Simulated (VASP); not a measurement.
Here is a VASP 6.6.1 calculation.

File INCAR:

```
  ALGO = Fast
  EDIFF = 1E-7
  ENCUT = 520
  GGA = PE
  ISIF = 2
  ISMEAR = -1
  ISPIN = 2
  LASPH = T
  LCHARG = F
  LMAXMIX = 4
  LORBIT = 11
  LREAL = F
  LWAVE = F
  MAGMOM = 1 0
  NBANDS = 18
  NELM = 150
  PREC = Accurate
  SIGMA = 0.05
```

File KPOINTS:

```
k-points
0
Gamma
  11 11 7
```

The input POSCAR:

```
AlNi
1.0
    2.2537151482     -1.3662091541      0.0000000000
    2.2537151482      1.3662091541      0.0000000000
   -1.3287605568      0.0000000000      3.8016149950
Ni Al
1 1
Direct
    0.5000000000      0.5000000000      0.5000000000
    0.0000000000      0.0000000000      0.0000000000
```

Potentials or basis: VASP PAW PBE potentials, release 64 (Ni, Al).

Command:

```console
$ cat potpaw_PBE.64/Ni/POTCAR potpaw_PBE.64/Al/POTCAR > POTCAR
$ mpirun -np 1 vasp_std > vasp.out
```

Question: Estimate the pressure.

Answer: 12.7 GPa.

Question: Predict the net moment.

Answer: 0.00 μB per cell.

Stress tensor (GPa, compression positive):
```
12.94  0.00 -0.66
 0.00 10.71  0.00
-0.66  0.00 14.32
```

Caveat: the cell stands under pressure.
